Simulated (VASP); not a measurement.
Here is a VASP 6.6.1 calculation.

The input INCAR:

```
ALGO     = Normal         # electronic algorithm
EDIFF    = 1E-7           # SCF threshold, eV
ENCUT    = 520            # plane-wave cutoff, eV
GGA      = PE             # functional
ISIF     = 2              # what is computed and relaxed
ISMEAR   = -1             # smearing method
LASPH    = True           # aspherical terms in the spheres
LCHARG   = False          # write CHGCAR
LREAL    = False          # projectors in reciprocal space
LWAVE    = False          # write WAVECAR
NBANDS   = 16             # bands
NELM     = 80             # most SCF steps
PREC     = Accurate       # precision mode
SIGMA    = 0.03           # smearing width, eV
```

KPOINTS

```
k-points
0
Gamma
  11 11 11
```

The input POSCAR:

```
HgTe
1.0
    0.0000000000      3.2763536562      3.2763536562
    3.2763536562      0.0000000000      3.2763536562
    3.2763536562      3.2763536562      0.0000000000
Hg Te
1 1
Direct
    0.0000000000      0.0000000000      0.0000000000
    0.7500000000      0.7500000000      0.7500000000
```

Potentials or basis: VASP PAW PBE potentials, release 64 (Hg, Te).

Run with:

```bash
$ cat potpaw_PBE.64/Hg/POTCAR potpaw_PBE.64/Te/POTCAR > POTCAR
$ mpirun -np 1 vasp_std > vasp.out
```

Task: What does it give for the pressure?

Result: 1.8 GPa.

Task: What does it give for the band gap on the k mesh?

Result: Zero (filled and empty bands touch).

Caveat: spin-orbit coupling is left out, which moves the levels of the heavy elements.
